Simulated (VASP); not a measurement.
Wanted: the native input for a VASP 6.6.1 run.

| Property | Result |
| --- | --- |
| Task | single point |
| Functional | PBE |
| Potentials or basis | VASP PAW PBE potentials, release 64 (K_sv, F) |
| Cutoff | 520 eV |
| k mesh | 8 × 8 × 8 |
| Occupations | fermi-dirac, width 0.02 eV |
| Spin | no spin polarisation |
| Dipole correction | no |
| Further INCAR settings | ALGO = Normal; EDIFF = 1e-07; NBANDS = 15 |

The structure of KF lies in POSCAR:

```
KF
1.0
   -0.0391876091      2.9354014298      2.9354014298
    2.9354014298     -0.0391876091      2.9354014298
    2.8962138207      2.8962138207      0.0000000000
K F
1 1
Direct
   -0.0029754569     -0.0029754569      0.0029754569
    0.2529754569      0.2529754569      0.2470245431
```

This cell differs from its parent crystal: shear xy strain -2.7%.

One way to write it, as run:

INCAR

```
SYSTEM = KF
  PREC = Accurate
  ENCUT = 520
  EDIFF = 1E-7
  ISMEAR = -1
  SIGMA = 0.02
  LREAL = .False.
  LASPH = .True.
  NELM = 80
  ALGO = Normal
  ISIF = 2
  LWAVE = .False.
  LCHARG = .True.
  GGA = PE
  LELF = .True.
  LVHAR = .True.
  NBANDS = 15
```

KPOINTS

```
Automatic mesh
0
Gamma
  8 8 8
  0 0 0
```

Potentials or basis: VASP PAW PBE potentials, release 64 (K_sv, F).

The run is started by

```bash
$ cat potpaw_PBE.64/K_sv/POTCAR potpaw_PBE.64/F/POTCAR > POTCAR
$ mpirun -np 1 vasp_std > vasp.out
```

Results of the run:

```json
{
  "Pressure": "0.9 GPa",
  "Band gap on the k mesh": "5.15 eV (least direct gap 5.35 eV)"
}
```

Caveat: the cell differs from its parent crystal (shear xy strain -2.7%).

Run time: 73 s on 1 thread of Intel(R) Xeon(R) Platinum 8259CL CPU @ 2.50GHz (Skylake/Cascade Lake), on a shared host, peak memory 0.22 GiB.
